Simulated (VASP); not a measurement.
# LiBr (Fm-3m) in VASP: a series of runs, part 2 of 2

VASP 6.6.1. The steps go on from the part before.

## Step 3: Single point, PBEsol

The input, INCAR:

```
SYSTEM = LiBr
ALGO = Normal ; EDIFF = 1E-6
ENCUT = 750 ; GGA = PS
GGA_COMPAT = .False. ; ISIF = 2
ISMEAR = 0 ; LASPH = .True.
LCHARG = .True. ; LELF = .True.
LREAL = .False. ; LVHAR = .True.
LWAVE = .False. ; NBANDS = 12
NELM = 120 ; PREC = Accurate
SIGMA = 0.01
```

The input, KPOINTS:

```
k-points
0
Gamma
  8 8 8
  0 0 0
```

The input, POSCAR:

```
LiBr
1.0
    0.0000000000      2.7055152503      2.7055152503
    2.7055152503      0.0000000000      2.7055152503
    2.7055152503      2.7055152503      0.0000000000
Li Br
1 1
Direct
    0.0000000000      0.0000000000      0.0000000000
    0.5000000000      0.5000000000      0.5000000000
```

Potentials or basis: VASP PAW PBE potentials, release 64 (Li_sv, Br).

The run is started by

```
$ cat potpaw_PBE.64/Li_sv/POTCAR potpaw_PBE.64/Br/POTCAR > POTCAR
$ mpirun -np 1 vasp_std > vasp.out
```

OUTCAR:

```text
SYSTEM = LiBr
   EDIFF = 1E-6
   ENCUT = 750
   GGA = PS
   ISIF = 2
   ISMEAR = 0
   LASPH = .True.
   LREAL = .False.
   NELM = 120
   PREC = Accurate

 ion  position               nearest neighbor table
   1  0.000  0.000  0.000-
   2  0.500  0.500  0.500-

  LATTYP: Found a face centered cubic cell.
 ALAT       =     5.4110305006

  Lattice vectors:

 A1 = (   0.0000000000,   2.7055152503,   2.7055152503)
 A2 = (   2.7055152503,   0.0000000000,   2.7055152503)
 A3 = (   2.7055152503,   2.7055152503,   0.0000000000)

Analysis of symmetry for initial positions (statically):
=====================================================================
 Subroutine PRICEL returns:
 Original cell was already a primitive cell.

 Routine SETGRP: Setting up the symmetry group for a
 face centered cubic supercell.

 Subroutine GETGRP returns: Found 48 space group operations
 (whereof 48 operations were pure point group operations)
 out of a pool of 48 trial point group operations.

The static configuration has the point symmetry O_h .

Analysis of symmetry for dynamics (positions and initial velocities):
=====================================================================
 Subroutine PRICEL returns:
 Original cell was already a primitive cell.

 Routine SETGRP: Setting up the symmetry group for a
 face centered cubic supercell.

 Subroutine GETGRP returns: Found 48 space group operations
 (whereof 48 operations were pure point group operations)
 out of a pool of 48 trial point group operations.

The dynamic configuration has the point symmetry O_h .

 Subroutine INISYM returns: Found 48 space group operations
 (whereof 48 operations are pure point group operations),
 and found     1 'primitive' translations

----------------------------------------------------------------------------------------

                                     Primitive cell

  volume of cell :      39.6077

  direct lattice vectors                    reciprocal lattice vectors
     0.000000000  2.705515250  2.705515250    -0.184807681  0.184807681  0.184807681
     2.705515250  0.000000000  2.705515250     0.184807681 -0.184807681  0.184807681
     2.705515250  2.705515250  0.000000000     0.184807681  0.184807681 -0.184807681

  length of vectors
     3.826176360  3.826176360  3.826176360     0.320096294  0.320096294  0.320096294

  position of ions in fractional coordinates (direct lattice)
     0.000000000  0.000000000  0.000000000
     0.500000000  0.500000000  0.500000000

  ion indices of the primitive-cell ions
   primitive index   ion index
                 1           1
                 2           2

----------------------------------------------------------------------------------------

 KPOINTS: k-points

Automatic generation of k-mesh.
 Grid dimensions read from file:
 generate k-points for:    8    8    8

 Generating k-lattice:

  Cartesian coordinates                     Fractional coordinates (reciprocal lattice)
    -0.023100960  0.023100960  0.023100960     0.125000000  0.000000000  0.000000000
     0.023100960 -0.023100960  0.023100960     0.000000000  0.125000000  0.000000000
     0.023100960  0.023100960 -0.023100960     0.000000000  0.000000000  0.125000000

  Length of vectors
     0.040012037  0.040012037  0.040012037

  Shift w.r.t. Gamma in fractional coordinates (k-lattice)
     0.000000000  0.000000000  0.000000000

 Subroutine IBZKPT returns following result:
 ===========================================

 Found     29 irreducible k-points:

 Following reciprocal coordinates:
            Coordinates               Weight
  0.000000  0.000000  0.000000      1.000000
  0.125000  0.000000  0.000000      8.000000
  0.250000  0.000000  0.000000      8.000000
  0.375000  0.000000  0.000000      8.000000
  0.500000  0.000000  0.000000      4.000000
  0.125000  0.125000  0.000000      6.000000
[... 16 lines left out ...]
  0.500000  0.250000  0.125000     48.000000
 -0.375000  0.250000  0.125000     24.000000
 [... further k-points ...]
   k-points           NKPTS =     29   k-points in BZ     NKDIM =     29   number of bands    NBANDS=     12
   number of dos      NEDOS =    301   number of ions     NIONS =      2
   total plane-waves  NPLWV =  46656
   dimension x,y,z NGX =    36 NGY =   36 NGZ =   36
   dimension x,y,z NGXF=    72 NGYF=   72 NGZF=   72
   ions per type =               1   1
   NGX,Y,Z   is equivalent  to a cutoff of  15.64, 15.64, 15.64 a.u.
   NGXF,Y,Z  is equivalent  to a cutoff of  31.28, 31.28, 31.28 a.u.
 SYSTEM =  LiBr
   PREC   = accura    normal or accurate (medium, high low for compatibility)
   ISTART =      0    job   : 0-new  1-cont  2-samecut
   ICHARG =      2    charge: 1-file 2-atom 10-const
   ISPIN  =      1    spin polarized calculation?
   LNONCOLLINEAR =      F non collinear calculations
   LSORBIT =      F    spin-orbit coupling
   LASPH  =      T    aspherical Exc in radial PAW
   ENCUT  =  750.0 eV  55.12 Ry    7.42 a.u.   8.54  8.54  8.54*2*pi/ulx,y,z
   NELM   =    120;   NELMIN=  2; NELMDL= -5     # of ELM steps
   EDIFF  = 0.1E-05   stopping-criterion for ELM
   LREAL  =      F    real-space projection
   EDIFFG = 0.1E-04   stopping-criterion for IOM
   NSW    =      0    number of steps for IOM
   IBRION =     -1    ionic relax: 0-MD 1-quasi-New 2-CG
   NFREE  =      0    steps in history (QN), initial steepest desc. (CG)
   ISIF   =      2    stress and relaxation
   ISYM   =      2    0-nonsym 1-usesym 2-fastsym
   POTIM  = 0.5000    time-step for ionic-motion
   TEBEG  =    0.0;   TEEND  =   0.0 temperature during run
   PSTRESS=    0.0 pullay stress
   NELECT =      10.0000    total number of electrons
   NUPDOWN=      -1.0000    fix difference up-down
   EMIN   =  10.00;   EMAX   =-10.00  energy-range for DOS
   EFERMI =   0.00;   METHOD = LEGACY
   ISMEAR =     0;   SIGMA  =   0.01  broadening in eV -4-tet -1-fermi 0-gaus
   EFERMI_NEDOS =   21; number of points for ismear=-14 and -15
   IALGO  =     38    algorithm
   IMIX   =      4    mixing-type and parameters
     AMIX     =   0.40;   BMIX     =  1.00
     AMIX_MAG =   1.60;   BMIX_MAG =  1.00
  volume/ion in A,a.u.               =      19.80       133.64
  Fermi-wavevector in a.u.,A,eV,Ry     =   1.034701  1.955301 14.566480  1.070606
  Thomas-Fermi vector in A             =   2.169009
   LORBIT       =      0    0 simple, 1 ext, 2 COOP (PROOUT), +10 PAW based schemes
   GGA     = PS    functional components
   LHFCALC =     F    Hartree Fock is set to
   AEXX    =    0.0000 exact exchange contribution
   IVDW    =     0    specifies the selected vdW correction
   LEPSILON=     F    determine dielectric tensor
   LRPA    =     F    only Hartree local field effects (RPA)
 non-spin polarized calculation
 Gauss-broadening in eV      SIGMA  =   0.01
  energy-cutoff  :      750.00
  volume of cell :       39.61
 maximum number of plane-waves:      1868
 NGX is ok and might be reduce to    36
   NGX = 17   NGY = 17   NGZ = 17

 number of electron      10.0000001 magnetization

 Free energy of the ion-electron system (eV)
  ---------------------------------------------------
  ext. energy  EPLUGINS =         0.00000000
  ---------------------------------------------------
  free energy    TOTEN  =        -6.93525714 eV

  energy without entropy =       -6.93525714  energy(sigma->0) =       -6.93525714

 E-fermi :   0.6516     XC(G=0):  -8.7936

 val. band max:        0.5907134332   @ k =   0.0000   0.0000   0.0000
 cond. band min:       5.5779325387   @ k =   0.0000   0.0000   0.0000
 fundamental gap:      4.9872191055
 Fermi energy:         0.6515921711

 k-point     1 :       0.0000    0.0000    0.0000
  band No.  band energies     occupation
      1     -43.0121      2.00000
      2     -13.0439      2.00000
      3       0.5907      2.00000
      4       0.5907      2.00000
      5       0.5907      2.00000
      6       5.5779      0.00000
      7      11.0146      0.00000
      8      11.0146      0.00000
      9      11.0146      0.00000
     10      12.9714      0.00000
     11      12.9714      0.00000
     12      12.9714      0.00000
[... 331 lines left out ...]
 k-point    24 :      -0.3750    0.2500    0.1250
  band No.  band energies     occupation
      1     -43.0104      2.00000
      2     -12.3983      2.00000
      3      -2.2569      2.00000
      4      -0.9028      2.00000
      5      -0.0855      2.00000
      6       7.5839      0.00000
      7       8.4555      0.00000
      8       9.8341      0.00000
      9      11.4457      0.00000
     10      14.2392      0.00000
     11      14.7487      0.00000
     12      17.4326      0.00000

 [... further k-points ...]
[... 5 lines left out ...]
  --------------------------------------------------------------------------------------
  -------------------------------------------------------------------------------------
  Total       -0.0051227     -0.0051227     -0.0051227      0.0000000      0.0000000      0.0000000
  in kB       -0.2072209     -0.2072209     -0.2072209      0.0000000      0.0000000      0.0000000
  external PRESSURE =      -0.2072209 kB  Pullay stress =       0.0000000 kB

 VOLUME and BASIS-vectors are now :
 -----------------------------------------------------------------------------
  energy-cutoff  :      750.00
  volume of cell :       39.61
      direct lattice vectors                 reciprocal lattice vectors
     0.000000000  2.705515250  2.705515250    -0.184807681  0.184807681  0.184807681
     2.705515250  0.000000000  2.705515250     0.184807681 -0.184807681  0.184807681
     2.705515250  2.705515250  0.000000000     0.184807681  0.184807681 -0.184807681

 POSITION                                       TOTAL-FORCE (eV/Angst)
 -----------------------------------------------------------------------------------
      0.00000      0.00000      0.00000        -0.000000     -0.000000      0.000000
      2.70552      2.70552      2.70552         0.000000      0.000000     -0.000000
 -----------------------------------------------------------------------------------
    total drift:                                0.000000      0.000000      0.000000

  FREE ENERGIE OF THE ION-ELECTRON SYSTEM (eV)
  ---------------------------------------------------
  free  energy   TOTEN  =        -6.9352571423 eV

  energy  without entropy=       -6.9352571423  energy(sigma->0) =       -6.93525714
```

It took 25 s on 1 thread of Intel Xeon Platinum 8488C (Sapphire Rapids), shared host; peak memory 0.2 GiB.

Results:

```
Free energy            : -6.9353 eV
Pressure               : 0.0 GPa
Band gap on the k mesh : 4.99 eV, direct
```

Caveat: the PAW data sets were made with another functional, which shifts forces and pressure a little. A k mesh can miss the band edges.

## Step 4: Relaxation of cell and atoms, PBEsol

The input, INCAR:

```
SYSTEM = LiBr
ALGO = Normal
EDIFF = 1E-7
EDIFFG = -0.001
ENCUT = 750
GGA = PS
GGA_COMPAT = .FALSE.
IBRION = 2
ISIF = 3
ISMEAR = 0
LASPH = .TRUE.
LCHARG = .FALSE.
LREAL = .FALSE.
LWAVE = .FALSE.
NELM = 120
NELMIN = 4
NSW = 80
PREC = Accurate
SIGMA = 0.01
```

The input, KPOINTS:

```
k-points
0
G
  8 8 8
  0 0 0
```

The input, POSCAR:

```
LiBr
1.0
    0.0000000000      2.7061396205      2.7061396205
    2.7061396205      0.0000000000      2.7061396205
    2.7061396205      2.7061396205      0.0000000000
Li Br
1 1
Direct
    0.0000000000      0.0000000000      0.0000000000
    0.5000000000      0.5000000000      0.5000000000
```

Potentials or basis: VASP PAW PBE potentials, release 64 (Li_sv, Br).

The run is started by

```
$ cat potpaw_PBE.64/Li_sv/POTCAR potpaw_PBE.64/Br/POTCAR > POTCAR
$ mpirun -np 1 vasp_std > vasp.out
```

OUTCAR:

```text
SYSTEM = LiBr
   EDIFF = 1E-7
   EDIFFG = -0.001
   ENCUT = 750
   GGA = PS
   IBRION = 2
   ISIF = 3
   ISMEAR = 0
   LASPH = .TRUE.
   LREAL = .FALSE.
   NELM = 120
   NELMIN = 4
   NSW = 80
   PREC = Accurate

 ion  position               nearest neighbor table
   1  0.000  0.000  0.000-
   2  0.500  0.500  0.500-

  LATTYP: Found a face centered cubic cell.
 ALAT       =     5.4122792410

  Lattice vectors:

 A1 = (   0.0000000000,   2.7061396205,   2.7061396205)
 A2 = (   2.7061396205,   0.0000000000,   2.7061396205)
 A3 = (   2.7061396205,   2.7061396205,   0.0000000000)

Analysis of symmetry for initial positions (statically):
=====================================================================
 Subroutine PRICEL returns:
 Original cell was already a primitive cell.

 Routine SETGRP: Setting up the symmetry group for a
 face centered cubic supercell.

 Subroutine GETGRP returns: Found 48 space group operations
 (whereof 48 operations were pure point group operations)
 out of a pool of 48 trial point group operations.

The static configuration has the point symmetry O_h .

Analysis of symmetry for dynamics (positions and initial velocities):
=====================================================================
 Subroutine PRICEL returns:
 Original cell was already a primitive cell.

 Routine SETGRP: Setting up the symmetry group for a
 face centered cubic supercell.

 Subroutine GETGRP returns: Found 48 space group operations
 (whereof 48 operations were pure point group operations)
 out of a pool of 48 trial point group operations.

The dynamic configuration has the point symmetry O_h .

 Subroutine INISYM returns: Found 48 space group operations
[... 122 lines left out ...]
   GGA     = PS    functional components
   LHFCALC =     F    Hartree Fock is set to
   AEXX    =    0.0000 exact exchange contribution
   IVDW    =     0    specifies the selected vdW correction
   LEPSILON=     F    determine dielectric tensor
   LRPA    =     F    only Hartree local field effects (RPA)
 conjugate gradient relaxation of ions
 non-spin polarized calculation
 Gauss-broadening in eV      SIGMA  =   0.01
  energy-cutoff  :      750.00
  volume of cell :       39.64
 maximum number of plane-waves:      1868
 NGX is ok and might be reduce to    36
   NGX = 17   NGY = 17   NGZ = 17

--------------------------------------- Ionic step        1  -------------------------------------------

 number of electron      10.0000001 magnetization

 Free energy of the ion-electron system (eV)
  ---------------------------------------------------
  ext. energy  EPLUGINS =         0.00000000
  ---------------------------------------------------
  free energy    TOTEN  =        -6.93525690 eV

  energy without entropy =       -6.93525690  energy(sigma->0) =       -6.93525690

------------------------ aborting loop because EDIFF is reached ----------------------------------------

  FORCE on cell =-STRESS in cart. coord.  units (eV):
  Direction    XX          YY          ZZ          XY          YZ          ZX
  --------------------------------------------------------------------------------------
  -------------------------------------------------------------------------------------
  Total       -0.0125955     -0.0125955     -0.0125955      0.0000000      0.0000000      0.0000000
  in kB       -0.5091493     -0.5091493     -0.5091493      0.0000000      0.0000000      0.0000000
  external PRESSURE =      -0.5091493 kB  Pullay stress =       0.0000000 kB
[... 59 lines left out ...]
--------------------------------------- Ionic step        3  -------------------------------------------

 number of electron      10.0000001 magnetization

 Free energy of the ion-electron system (eV)
  ---------------------------------------------------
  ext. energy  EPLUGINS =         0.00000000
  ---------------------------------------------------
  free energy    TOTEN  =        -6.93526769 eV

  energy without entropy =       -6.93526769  energy(sigma->0) =       -6.93526769

 E-fermi :   0.6697     XC(G=0):  -8.7978

 val. band max:        0.5984124383   @ k =   0.0000   0.0000   0.0000
 cond. band min:       5.5903225265   @ k =   0.0000   0.0000   0.0000
 fundamental gap:      4.9919100882
 Fermi energy:         0.6697202855

 k-point     1 :       0.0000    0.0000    0.0000
  band No.  band energies     occupation
      1     -43.0034      2.00000
      2     -13.0400      2.00000
      3       0.5984      2.00000
      4       0.5984      2.00000
      5       0.5984      2.00000
      6       5.5903      0.00000
      7      11.0228      0.00000
      8      11.0228      0.00000
      9      11.0228      0.00000
[... 265 lines left out ...]
 k-point    24 :      -0.3750    0.2500    0.1250
  band No.  band energies     occupation
      1     -43.0017      2.00000
      2     -12.3926      2.00000
      3      -2.2536      2.00000
      4      -0.8978      2.00000
      5      -0.0790      2.00000
      6       7.5930      0.00000
      7       8.4644      0.00000
      8       9.8439      0.00000
      9      11.4596      0.00000

 [... further k-points ...]
[... 5 lines left out ...]
  --------------------------------------------------------------------------------------
  -------------------------------------------------------------------------------------
  Total       -0.0001593     -0.0001593     -0.0001593      0.0000000      0.0000000     -0.0000000
  in kB       -0.0064496     -0.0064496     -0.0064496      0.0000000      0.0000000     -0.0000000
  external PRESSURE =      -0.0064496 kB  Pullay stress =       0.0000000 kB
[... 17 lines left out ...]
  FREE ENERGIE OF THE ION-ELECTRON SYSTEM (eV)
  ---------------------------------------------------
  free  energy   TOTEN  =        -6.9352676852 eV

  energy  without entropy=       -6.9352676852  energy(sigma->0) =       -6.93526769

 reached required accuracy - stopping structural energy minimisation
```

CONTCAR:

```text
LiBr
   1.00000000000000
    -0.0000000000000000    2.7045986400662416    2.7045986400662416
     2.7045986400662416    0.0000000000000000    2.7045986400662416
     2.7045986400662416    2.7045986400662416   -0.0000000000000000
  Li              Br
     1     1
Direct
     0.0000000000000000    0.0000000000000000    0.0000000000000000
     0.5000000000000000    0.5000000000000000    0.5000000000000000

  0.00000000E+00  0.00000000E+00  0.00000000E+00
  0.00000000E+00  0.00000000E+00  0.00000000E+00
```

Run time: 35 s. Hardware: 1 thread of Intel Xeon Platinum 8488C (Sapphire Rapids), shared host; peak memory 0.2 GiB.

Results:

```yaml
Free_energy: -6.9353 eV
Relaxed_volume: 19.78 Å³/atom
Relaxed_cell: a = 3.825 Å, b = 3.825 Å, c = 3.825 Å, α = 60.00°, β = 60.00°, γ = 60.00°
Space_group_after_relaxing_to_0.05_Å: Fm-3m (No. 225)
Energy_gained_by_relaxing: 0.0 meV/atom
Ionic_steps: 3
Pressure_after_relaxing: 0.0 GPa
Band_gap_on_the_k_mesh: 4.99 eV, direct
```

Final structure:
```yaml
crystal:
  lattice:
    - [0.00000, 2.70460, 2.70460]
    - [2.70460, 0.00000, 2.70460]
    - [2.70460, 2.70460, 0.00000]
  atoms:
    - { symbol: Li, position: [0.00000, 0.00000, 0.00000] }
    - { symbol: Br, position: [0.50000, 0.50000, 0.50000] }
```

Caveat: the PAW data sets were made with another functional, which shifts forces and pressure a little. A k mesh can miss the band edges.

## Step 5: The runs side by side

```tsv
task	cell	smearing	gap on the mesh (eV)	pressure (GPa)
single point	a = 3.827 Å, angles 60.0°, 2 atoms	gaussian 0.02 eV	4.98	0.0
single point	a = 3.826 Å, angles 60.0°, 2 atoms	gaussian 0.01 eV	4.99	0.0
relaxation of cell and atoms	relaxed from a = 3.827 Å, angles 60.0°, 2 atoms	gaussian 0.01 eV	4.99	0.0
```

Alike in all rows: level PBEsol; potentials or basis VASP PAW PBE potentials, release 64 (Li_sv, Br); no spin polarisation; k mesh 8 × 8 × 8; cutoff (eV) 750.

Caveats: the PAW data sets were made with another functional, which shifts forces and pressure a little.

Absolute energies hang on the potentials; compare differences alone.
